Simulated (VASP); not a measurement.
Mg2C3: single point with PBEsol

Mg2C3:

```
Mg C
1.0
     2.35225   -2.27323    0.01689
     2.35225    2.27323    0.01689
    -1.16093    0.00000    4.73151
Mg C
2 3
Direct
  0.80851 0.80851 0.20180
  0.19149 0.19149 0.79820
  0.29750 0.29750 0.26165
  0.70250 0.70250 0.73835
  0.50000 0.50000 0.50000
```

```
Program             : VASP 6.6.1
Task                : single point
Functional          : PBEsol
Potentials or basis : VASP PAW PBE potentials, release 64 (Mg_sv, C)
Cutoff              : 840 eV
k mesh              : 8 × 8 × 6
Occupations         : gaussian, width 0.02 eV
Spin                : no spin polarisation
```

```json
{"Pressure": "7.9 GPa", "Largest force": "0.028 eV/Å", "Band gap on the k mesh": "1.74 eV (least direct gap 2.56 eV)"}
```

Forces in eV/Å, atoms in the order of the input:
```
Mg   0.009  0.000  0.004
Mg  -0.009  0.000 -0.004
C   -0.019  0.000 -0.021
C    0.019  0.000  0.021
C    0.000  0.000  0.000
```

Stress tensor (GPa, compression positive):
```
7.88 0.00 0.09
0.00 7.83 0.00
0.09 0.00 7.95
```

Levels at points of the mesh, in eV from the valence-band top:
```
           k point  band 14  band 15  band 16  band 17  band 18  band 19
(0.00, 0.00, 0.00)    -2.87    -1.53    -0.73     3.74     4.06     4.07
(0.50, 0.00, 0.00)    -3.24    -3.13    -0.16     2.93     4.87     6.78
(0.50, 0.50, 0.00)    -3.74    -2.41    -1.21     1.74     2.29     3.32
(0.00, 0.00, 0.50)    -3.52    -0.96     0.00     3.18     3.41     4.79
(0.50, 0.00, 0.50)    -3.08    -1.24    -0.25     2.31     3.87     6.20
(0.50, 0.50, 0.50)    -3.95    -3.07    -2.14     2.17     3.93     5.73
```

It took 2.5 min on 1 thread of Intel(R) Xeon(R) Platinum 8259CL CPU @ 2.50GHz (Skylake/Cascade Lake), on a shared host, peak memory 0.36 GiB.

Caveat: the cell stands under pressure; the PAW data sets were made with another functional, which shifts forces and pressure a little. A k mesh can miss the band edges.
